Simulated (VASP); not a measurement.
**SrAg3: single point with PBE**

The system is SrAg3.

```
Sr Ag
1.0
     4.57087    0.00000    0.00000
     0.00000    4.57087    0.00000
     0.00000    0.00000    4.57087
Sr Ag
1 3
Direct
  0.00000 0.00000 0.00000
  0.00000 0.50000 0.50000
  0.50000 0.50000 0.00000
  0.50000 0.00000 0.50000
```

```
Program             : VASP 6.6.1
Task                : single point
Functional          : PBE
Potentials or basis : VASP PAW PBE potentials, release 64 (Sr_sv, Ag)
Cutoff              : 520 eV
k mesh              : 8 × 8 × 8
Occupations         : gaussian, width 0.05 eV
Spin                : no spin polarisation
```

* Pressure: 0.1 GPa
* Band gap on the k mesh: zero (an odd number of electrons rules out a gap without spin polarisation)

Levels at points of the mesh, in eV from the Fermi level:
| k point | band 17 | band 18 | band 19 | band 20 | band 21 | band 22 | band 23 | band 24 | band 25 | band 26 |
| --- | --- | --- | --- | --- | --- | --- | --- | --- | --- | --- |
| (0.00, 0.00, 0.00) | -3.70 | -3.42 | -3.42 | -3.42 | 1.47 | 1.47 | 1.88 | 1.88 | 1.88 | 5.13 |
| (0.50, 0.00, 0.00) | -4.10 | -3.79 | -3.47 | -3.42 | -3.30 | 1.66 | 1.66 | 1.78 | 3.76 | 4.46 |
| (0.50, 0.50, 0.00) | -4.15 | -4.15 | -3.96 | -2.89 | -1.02 | -0.92 | -0.92 | 2.57 | 2.57 | 4.93 |
| (0.50, 0.50, 0.50) | -3.59 | -3.59 | -3.59 | -0.18 | -0.08 | -0.08 | -0.08 | 0.65 | 0.65 | 0.65 |

It took 2.9 min on 1 thread of Intel Xeon 8259CL, on a shared host, peak memory 0.26 GiB.
